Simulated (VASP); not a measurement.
Runs of VASP 6.6.1 on Ta. The structure is that of space group Im-3m (No. 229), or close to it. The cells are those of the table. 

| task | cell | gap on the mesh (eV) | pressure (GPa) |
| --- | --- | --- | --- |
| electric field gradients | a = 2.879 Å, angles 110.0, 110.0, 108.4°, 1 atom | none | (a) |
| single point | a = 2.841 Å, angles 109.5°, 1 atom | none | 0.5 |
| electric field gradients | a = 2.831 Å, angles 109.5°, 1 atom | none | 2.7 |
| single point | a = 2.870 Å, angles 109.5°, 1 atom | none | -5.6 |
| electric field gradients | a = 2.841 Å, angles 108.9, 108.9, 110.6°, 1 atom | none | 0.5 |

Alike in all rows: level PBEsol; potentials or basis VASP PAW PBE potentials, release 64 (Ta_pv); no spin polarisation; k mesh 17 × 17 × 17; cutoff (eV) 520; smearing fermi-dirac 0.08 eV.

Q: Fill in the values left out.

A: (a) -7.3.

Caveats: the PAW data sets were made with another functional, which shifts forces and pressure a little; spin-orbit coupling is left out, which moves the levels of the heavy elements.

A k mesh can miss the band edges, and the runs leave out spin-orbit coupling on Ta.

A gap of «none» marks levels without a gap at the run's occupations.
